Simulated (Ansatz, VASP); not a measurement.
Given: the input of a run of VASP 6.6.1 on AlNi.

The input INCAR:

```
SYSTEM = AlNi
PREC     = Accurate       ! precision mode
ENCUT    = 520            ! plane-wave cutoff, eV
EDIFF    = 1E-6           ! SCF threshold, eV
ISMEAR   = -1             ! smearing method
SIGMA    = 0.05           ! smearing width, eV
LREAL    = .False.        ! projectors in reciprocal space
LASPH    = .True.         ! aspherical terms in the spheres
NELM     = 150            ! most SCF steps
ALGO     = Normal         ! electronic algorithm
ISIF     = 2              ! what is computed and relaxed
LWAVE    = .False.        ! write WAVECAR
LCHARG   = .False.        ! write CHGCAR
ISPIN    = 2              ! spin polarisation
MAGMOM   = 1 0            ! initial moments
LORBIT   = 11             ! projections on sites
LMAXMIX  = 4              ! l up to which the mixer works
GGA      = PS             ! functional
NBANDS   = 18             ! bands
```

Contents of KPOINTS:

```
Automatic mesh
0
Gamma
  11 11 7
  0 0 0
```

The input POSCAR:

```
AlNi
1.0
    2.3159177421     -1.4039165606      0.0000000000
    2.3159177421      1.4039165606      0.0000000000
   -1.3654343810      0.0000000000      3.9065396629
Ni Al
1 1
Direct
    0.5000000000      0.5000000000      0.5000000000
    0.0000000000      0.0000000000      0.0000000000
```

Potentials or basis: VASP PAW PBE potentials, release 64 (Ni, Al).

Run with:

```bash
$ cat potpaw_PBE.64/Ni/POTCAR potpaw_PBE.64/Al/POTCAR > POTCAR
$ mpirun -np 1 vasp_std > vasp.out
```

Q: Set up the same calculation for Ansatz 0.2.0. Potentials there: Ansatz PAW.

A: As run (the cutoff follows the program's own potentials):

The input input.yaml:

```yaml
crystal:
  lattice:
    - [2.3159177421, -1.4039165606, 0.0]
    - [2.3159177421, 1.4039165606, 0.0]
    - [-1.365434381, 0.0, 3.9065396629]
  atoms:
    - { symbol: Ni, position: [0.5, 0.5, 0.5], spin: 1.0 }
    - { symbol: Al, position: [0.0, 0.0, 0.0] }
hamiltonian:
  xc: pbesol
  pseudopotentials: { kind: paw }
magnetization:
  spin_polarized: true
kpoints:
  mp_grid: { grid: [11, 11, 7] }
scf:
  occupations: { method: fermi_dirac, width: 0.05 }
output:
  forces: true
  stress: true
  eigenvalues: true
```

Potentials or basis: Ansatz PAW.

Launch:

```sh
$ ansatz run input.yaml --threads 2 --pin off --max-ram 5632MiB --backend cpu --events-out ev --progress --plain --runs-dir out
```

Both were run:

|  | VASP | Ansatz | Ansatz less VASP |
| --- | --- | --- | --- |
| gap on the k mesh at the Fermi level (eV) | none | none | - |
| pressure (GPa) | -5.4 | -5.8 | -0.44 |
| traceless stress, the component that is largest in VASP (GPa) | 1.26 | 1.23 | -0.027 |
| net moment per atom (μB) | 0.00 | 0.00 | 0.000 |

VASP's potentials were made for PBE, not for PBEsol. A gap of «none» marks a metal or a gap that the smearing closes. VASP's potentials hold 13 valence electrons a cell and Ansatz's 21, so a difference there can come from the potentials and not from the codes.
